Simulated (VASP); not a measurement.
# SnO2 (P6_3/mmc) in VASP: single point with PBE+D3(BJ)

Aim: the single point of SnO2 with PBE+D3(BJ).

All numbers are computed with VASP 6.6.1; they aren't measurements. Logs are shortened: lines on timing, memory, paths and dates and some standing lists are left out, and cuts for length are marked.

## 1. The cell of the first run

It takes space group P6_3/mmc (No. 194, hexagonal). Conventional cell: a = 3.211 Å, b = 3.211 Å, c = 10.337 Å, α = 90.00°, β = 90.00°, γ = 120.00°. Sn (site symmetry -3m) has 6 O at 2.11 Å within 2.8 Å. O (site symmetry 3m) has 3 Sn at 2.11 Å and 3 O at 2.75 Å within 2.8 Å.

## 2. Single point, PBE+D3(BJ)

Contents of INCAR:

```
ALGO     = Normal         # electronic algorithm
EDIFF    = 1E-6           # SCF threshold, eV
ENCUT    = 520            # plane-wave cutoff, eV
GGA      = PE             # functional
ISIF     = 2              # what is computed and relaxed
ISMEAR   = 0              # smearing method
IVDW     = 12             # dispersion correction
LASPH    = T              # aspherical terms in the spheres
LCHARG   = F              # write CHGCAR
LREAL    = F              # projectors in reciprocal space
LWAVE    = F              # write WAVECAR
NBANDS   = 35             # bands
NELM     = 80             # most SCF steps
PREC     = Accurate       # precision mode
SIGMA    = 0.05           # smearing width, eV
```

Contents of KPOINTS:

```
k-points
0
Gamma
  12 12 4
```

Contents of POSCAR:

```
SnO2
1.0
    3.2112908149      0.0000000000      0.0000000000
   -1.6056454074      2.7810594246      0.0000000000
    0.0000000000      0.0000000000     10.3366770592
Sn O
2 4
Direct
    0.0000000000      0.0000000000      0.5000000000
    0.0000000000      0.0000000000      0.0000000000
    0.6666666667      0.3333333333      0.4018520904
    0.6666666667      0.3333333333      0.0981479096
    0.3333333333      0.6666666667      0.5981479096
    0.3333333333      0.6666666667      0.9018520904
```

Potentials or basis: VASP PAW PBE potentials, release 64 (Sn_d, O).

Run with:

```sh
> cat potpaw_PBE.64/Sn_d/POTCAR potpaw_PBE.64/O/POTCAR > POTCAR
> mpirun -np 1 vasp_std > vasp.out
```

OUTCAR:

```text
EDIFF = 1E-6
   ENCUT = 520
   GGA = PE
   ISIF = 2
   ISMEAR = 0
   IVDW = 12
   LASPH = T
   LREAL = F
   NELM = 80
   PREC = Accurate
 IVDW          = 12

 ion  position               nearest neighbor table
   1  0.000  0.000  0.500-   3 2.11   5 2.11   5 2.11   3 2.11   3 2.11   5 2.11
   2  0.000  0.000  0.000-   4 2.11   6 2.11   6 2.11   4 2.11   4 2.11   6 2.11
   3  0.667  0.333  0.402-   1 2.11   1 2.11   1 2.11
   4  0.667  0.333  0.098-   2 2.11   2 2.11   2 2.11
   5  0.333  0.667  0.598-   1 2.11   1 2.11   1 2.11
   6  0.333  0.667  0.902-   2 2.11   2 2.11   2 2.11

  LATTYP: Found a hexagonal cell.
 ALAT       =     3.2112908149
 C/A-ratio  =     3.2188542412

  Lattice vectors:

 A1 = (   3.2112908149,   0.0000000000,   0.0000000000)
 A2 = (  -1.6056454074,   2.7810594246,   0.0000000000)
 A3 = (   0.0000000000,   0.0000000000,  10.3366770592)

Analysis of symmetry for initial positions (statically):
=====================================================================
 Subroutine PRICEL returns:
 Original cell was already a primitive cell.

 Routine SETGRP: Setting up the symmetry group for a
 hexagonal supercell.

 Subroutine GETGRP returns: Found 24 space group operations
 (whereof 12 operations were pure point group operations)
 out of a pool of 24 trial point group operations.

The static configuration has the point symmetry D_3d.
 The point group associated with its full space group is D_6h.

Analysis of symmetry for dynamics (positions and initial velocities):
=====================================================================
 Subroutine PRICEL returns:
 Original cell was already a primitive cell.

 Routine SETGRP: Setting up the symmetry group for a
 hexagonal supercell.

 Subroutine GETGRP returns: Found 24 space group operations
 (whereof 12 operations were pure point group operations)
 out of a pool of 24 trial point group operations.

The dynamic configuration has the point symmetry D_3d.
 The point group associated with its full space group is D_6h.

 Subroutine INISYM returns: Found 24 space group operations
 (whereof 12 operations are pure point group operations),
 and found     1 'primitive' translations

----------------------------------------------------------------------------------------

                                     Primitive cell

  volume of cell :      92.3147

  direct lattice vectors                    reciprocal lattice vectors
     3.211290815  0.000000000  0.000000000     0.311401258  0.179787600  0.000000000
    -1.605645407  2.781059425  0.000000000     0.000000000  0.359575200  0.000000000
     0.000000000  0.000000000 10.336677059     0.000000000  0.000000000  0.096742889

  length of vectors
     3.211290815  3.211290815 10.336677059     0.359575200  0.359575200  0.096742889

  position of ions in fractional coordinates (direct lattice)
     0.000000000  0.000000000  0.500000000
     0.000000000  0.000000000  0.000000000
     0.666666667  0.333333333  0.401852090
     0.666666667  0.333333333  0.098147910
     0.333333333  0.666666667  0.598147910
     0.333333333  0.666666667  0.901852090

  ion indices of the primitive-cell ions
   primitive index   ion index
                 1           1
                 2           2
                 3           3
                 4           4
                 5           5
                 6           6

----------------------------------------------------------------------------------------

 KPOINTS: k-points

Automatic generation of k-mesh.
 Grid dimensions read from file:
 generate k-points for:   12   12    4

 Generating k-lattice:

  Cartesian coordinates                     Fractional coordinates (reciprocal lattice)
     0.025950105  0.014982300  0.000000000     0.083333333  0.000000000  0.000000000
     0.000000000  0.029964600  0.000000000     0.000000000  0.083333333  0.000000000
     0.000000000  0.000000000  0.024185722     0.000000000  0.000000000  0.250000000

  Length of vectors
     0.029964600  0.029964600  0.024185722

  Shift w.r.t. Gamma in fractional coordinates (k-lattice)
     0.000000000  0.000000000  0.000000000

 Subroutine IBZKPT returns following result:
 ===========================================

 Found     57 irreducible k-points:

 Following reciprocal coordinates:
            Coordinates               Weight
  0.000000  0.000000  0.000000      1.000000
  0.083333  0.000000  0.000000      6.000000
  0.166667  0.000000  0.000000      6.000000
  0.250000  0.000000  0.000000      6.000000
  0.333333  0.000000  0.000000      6.000000
  0.416667  0.000000  0.000000      6.000000
[... 16 lines left out ...]
  0.250000  0.000000  0.250000     12.000000
  0.333333  0.000000  0.250000     12.000000
 [... further k-points ...]
   k-points           NKPTS =     57   k-points in BZ     NKDIM =     57   number of bands    NBANDS=     35
   number of dos      NEDOS =    301   number of ions     NIONS =      6
   total plane-waves  NPLWV =  46080
   dimension x,y,z NGX =    24 NGY =   24 NGZ =   80
   dimension x,y,z NGXF=    48 NGYF=   48 NGZF=  160
   ions per type =               2   4
   NGX,Y,Z   is equivalent  to a cutoff of  12.42, 12.42, 12.87 a.u.
   NGXF,Y,Z  is equivalent  to a cutoff of  24.85, 24.85, 25.73 a.u.
 SYSTEM =  unknown system
   PREC   = accura    normal or accurate (medium, high low for compatibility)
   ISTART =      0    job   : 0-new  1-cont  2-samecut
   ICHARG =      2    charge: 1-file 2-atom 10-const
   ISPIN  =      1    spin polarized calculation?
   LNONCOLLINEAR =      F non collinear calculations
   LSORBIT =      F    spin-orbit coupling
   LASPH  =      T    aspherical Exc in radial PAW
   ENCUT  =  520.0 eV  38.22 Ry    6.18 a.u.   5.97  5.97 19.22*2*pi/ulx,y,z
   NELM   =     80;   NELMIN=  2; NELMDL= -5     # of ELM steps
   EDIFF  = 0.1E-05   stopping-criterion for ELM
   LREAL  =      F    real-space projection
[... 7 lines left out ...]
   TEBEG  =    0.0;   TEEND  =   0.0 temperature during run
   PSTRESS=    0.0 pullay stress
   NELECT =      52.0000    total number of electrons
   NUPDOWN=      -1.0000    fix difference up-down
   EMIN   =  10.00;   EMAX   =-10.00  energy-range for DOS
   EFERMI =   0.00;   METHOD = LEGACY
   ISMEAR =     0;   SIGMA  =   0.05  broadening in eV -4-tet -1-fermi 0-gaus
   EFERMI_NEDOS =   21; number of points for ismear=-14 and -15
   IALGO  =     38    algorithm
   IMIX   =      4    mixing-type and parameters
     AMIX     =   0.40;   BMIX     =  1.00
     AMIX_MAG =   1.60;   BMIX_MAG =  1.00
  volume/ion in A,a.u.               =      15.39       103.83
  Fermi-wavevector in a.u.,A,eV,Ry     =   1.352028  2.554962 24.871171  1.827980
  Thomas-Fermi vector in A             =   2.479401
   LORBIT       =      0    0 simple, 1 ext, 2 COOP (PROOUT), +10 PAW based schemes
   GGA     = PE    functional components
   LHFCALC =     F    Hartree Fock is set to
   AEXX    =    0.0000 exact exchange contribution
   IVDW    =    12    specifies the selected vdW correction
   LEPSILON=     F    determine dielectric tensor
   LRPA    =     F    only Hartree local field effects (RPA)
 non-spin polarized calculation
 Gauss-broadening in eV      SIGMA  =   0.05
  energy-cutoff  :      520.00
  volume of cell :       92.31
 maximum number of plane-waves:      2520
 NGX is ok and might be reduce to    24
   NGX = 11   NGY = 11   NGZ = 39

 number of electron      51.9999987 magnetization

 Free energy of the ion-electron system (eV)
  ---------------------------------------------------
  ext. energy  EPLUGINS =         0.00000000
  ---------------------------------------------------
  free energy    TOTEN  =       -36.30434660 eV

  energy without entropy =      -36.30434660  energy(sigma->0) =      -36.30434660

 E-fermi :   3.0064     XC(G=0):  -9.5208

 val. band max:        2.7198637952   @ k =   0.2500   0.2500   0.0000
 cond. band min:       4.7793248828   @ k =   0.0000   0.0000   0.0000
 fundamental gap:      2.0594610876
 Fermi energy:         3.0064415498

 k-point     1 :       0.0000    0.0000    0.0000
  band No.  band energies     occupation
      1     -17.3850      2.00000
      2     -17.3835      2.00000
      3     -17.1542      2.00000
      4     -17.1542      2.00000
      5     -17.1541      2.00000
      6     -17.1541      2.00000
[... 27 lines left out ...]
     34      13.8783      0.00000
     35      13.9598      0.00000

 k-point     2 :       0.0833    0.0000    0.0000
  band No.  band energies     occupation
      1     -17.3574      2.00000
      2     -17.3560      2.00000
      3     -17.2115      2.00000
      4     -17.2108      2.00000
      5     -17.1389      2.00000
      6     -17.1388      2.00000
[... 27 lines left out ...]
     34      14.0185      0.00000
     35      14.0247      0.00000

 k-point     3 :       0.1667    0.0000    0.0000
  band No.  band energies     occupation
      1     -17.4080      2.00000
      2     -17.4056      2.00000
      3     -17.2470      2.00000
      4     -17.2459      2.00000
      5     -17.1013      2.00000
      6     -17.1012      2.00000
[... 27 lines left out ...]
     34      14.1127      0.00000
     35      14.4082      0.00000
[... 723 lines left out ...]
 k-point    23 :       0.2500    0.0000    0.2500
  band No.  band energies     occupation
      1     -17.6130      2.00000
      2     -17.6104      2.00000
      3     -17.1583      2.00000
      4     -17.1577      2.00000
      5     -17.0677      2.00000
      6     -17.0676      2.00000
[... 27 lines left out ...]
     34      14.3161      0.00000
     35      14.8793      0.00000

 k-point    24 :       0.3333    0.0000    0.2500
  band No.  band energies     occupation
      1     -17.8025      2.00000
      2     -17.7994      2.00000
      3     -17.1138      2.00000
      4     -17.1133      2.00000
      5     -17.0580      2.00000
      6     -17.0579      2.00000
[... 27 lines left out ...]
     34      14.6578      0.00000
     35      15.0951      0.00000

 [... further k-points ...]

------------------------ aborting loop because EDIFF is reached ----------------------------------------

 Edisp (eV)   -0.98724

 E8    (eV) :    -0.3865

  FORCE on cell =-STRESS in cart. coord.  units (eV):
  Direction    XX          YY          ZZ          XY          YZ          ZX
  --------------------------------------------------------------------------------------
  -------------------------------------------------------------------------------------
  Total       0.42909     0.42909     0.13167     0.00000     0.00000     0.00000
  in kB       7.44716     7.44716     2.28524     0.00000     0.00000     0.00000
  external pressure =        5.73 kB  Pullay stress =        0.00 kB

 VOLUME and BASIS-vectors are now :
 -----------------------------------------------------------------------------
  energy-cutoff  :      520.00
  volume of cell :       92.31
      direct lattice vectors                 reciprocal lattice vectors
     3.211290815  0.000000000  0.000000000     0.311401258  0.179787600  0.000000000
    -1.605645407  2.781059425  0.000000000     0.000000000  0.359575200  0.000000000
     0.000000000  0.000000000 10.336677059     0.000000000  0.000000000  0.096742889

 POSITION                                       TOTAL-FORCE (eV/Angst)
 -----------------------------------------------------------------------------------
      0.00000      0.00000      5.16834         0.000000      0.000000      0.000000
      0.00000      0.00000      0.00000         0.000000      0.000000      0.000000
      1.60565      0.92702      4.15382         0.000000      0.000000     -0.058045
      1.60565      0.92702      1.01452        -0.000000      0.000000      0.058045
     -0.00000      1.85404      6.18286         0.000000      0.000000      0.058045
     -0.00000      1.85404      9.32215        -0.000000      0.000000     -0.058045
 -----------------------------------------------------------------------------------
    total drift:                                0.000000     -0.000000     -0.000000

  FREE ENERGIE OF THE ION-ELECTRON SYSTEM (eV)
  ---------------------------------------------------
  free  energy   TOTEN  =       -37.2915881223 eV

  energy  without entropy=      -37.2915881223  energy(sigma->0) =      -37.29158812
```

It took 2.3 min on 1 thread of Intel Xeon 6975P-C, shared host; peak memory 0.3 GiB.

What came out:

| Quantity | Value |
| --- | --- |
| Free energy | -37.2916 eV |
| Pressure | 0.6 GPa |
| Largest force | 0.058 eV/Å |
| Band gap on the k mesh | 2.06 eV, indirect (least direct gap 2.43 eV) |
| Dispersion energy per atom | -0.165 eV |

Forces on the atoms (eV/Å):
```
Sn   0.000  0.000  0.000
Sn   0.000  0.000  0.000
O    0.000  0.000 -0.058
O    0.000  0.000  0.058
O    0.000  0.000  0.058
O    0.000  0.000 -0.058
```

Stress tensor (GPa, compression positive):
```
0.74 0.00 0.00
0.00 0.74 0.00
0.00 0.00 0.23
```

Levels at points of the mesh, in eV from the valence-band top:
```csv
k point,band 23,band 24,band 25,band 26,band 27,band 28,band 29,band 30
"(0.00, 0.00, 0.00)",-0.96,-0.92,-0.92,-0.37,2.06,2.94,5.39,5.84
"(0.50, 0.00, 0.00)",-0.64,-0.61,-0.57,-0.08,5.15,5.33,6.90,7.63
"(0.00, 0.00, 0.50)",-0.94,-0.94,-0.81,-0.81,2.52,2.52,5.62,5.62
"(0.50, 0.00, 0.50)",-0.60,-0.60,-0.31,-0.31,5.24,5.24,7.24,7.24
```

Caveat: spin-orbit coupling is left out, which moves the levels of the heavy elements.
